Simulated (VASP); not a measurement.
Wanted: the native input for a VASP 6.6.1 run.

* Task: single point
* Functional: PBE
* Dispersion: D3(BJ)
* Potentials or basis: VASP PAW PBE potentials, release 64 (Bi_d, Te)
* Cutoff: 520 eV
* k mesh: 6 × 6 × 6
* Occupations: gaussian, width 0.05 eV
* Spin: no spin polarisation
* Dipole correction: no
* Further INCAR settings: ALGO = Normal; EDIFF = 1e-06; NBANDS = 18

The structure of BiTe lies in POSCAR:

```
BiTe
1.0
    0.0000000000      3.1857645015      3.1857645015
    3.1857645015      0.0000000000      3.1857645015
    3.1857645015      3.1857645015      0.0000000000
Bi Te
1 1
Direct
    0.5000000000      0.5000000000      0.5000000000
    0.0000000000      0.0000000000      0.0000000000
```

This cell differs from its parent crystal: volume scaled by 0.98.

One way to write it, as run:

INCAR

```
SYSTEM = BiTe
PREC     = Accurate       ! precision mode
ENCUT    = 520            ! plane-wave cutoff, eV
EDIFF    = 1E-6           ! SCF threshold, eV
ISMEAR   = 0              ! smearing method
SIGMA    = 0.05           ! smearing width, eV
LREAL    = .False.        ! projectors in reciprocal space
LASPH    = .True.         ! aspherical terms in the spheres
NELM     = 60             ! most SCF steps
ALGO     = Normal         ! electronic algorithm
ISIF     = 2              ! what is computed and relaxed
LWAVE    = .False.        ! write WAVECAR
LCHARG   = .False.        ! write CHGCAR
GGA      = PE             ! functional
IVDW     = 12             ! dispersion correction
NBANDS   = 18             ! bands
```

KPOINTS

```
Automatic mesh
0
Gamma
  6 6 6
  0 0 0
```

Potentials or basis: VASP PAW PBE potentials, release 64 (Bi_d, Te).

The run is started by

```sh
$ cat potpaw_PBE.64/Bi_d/POTCAR potpaw_PBE.64/Te/POTCAR > POTCAR
$ mpirun -np 1 vasp_std > vasp.out
```

Results of the run:

```yaml
Pressure: 1.0 GPa
Dispersion_energy_per_atom: -0.474 eV
```

Caveat: pairwise dispersion overbinds metals, which lowers pressure and volume.

It took 16 s on 1 thread of Intel(R) Xeon(R) Platinum 8488C (Sapphire Rapids), with other jobs on the host, peak memory 0.21 GiB.
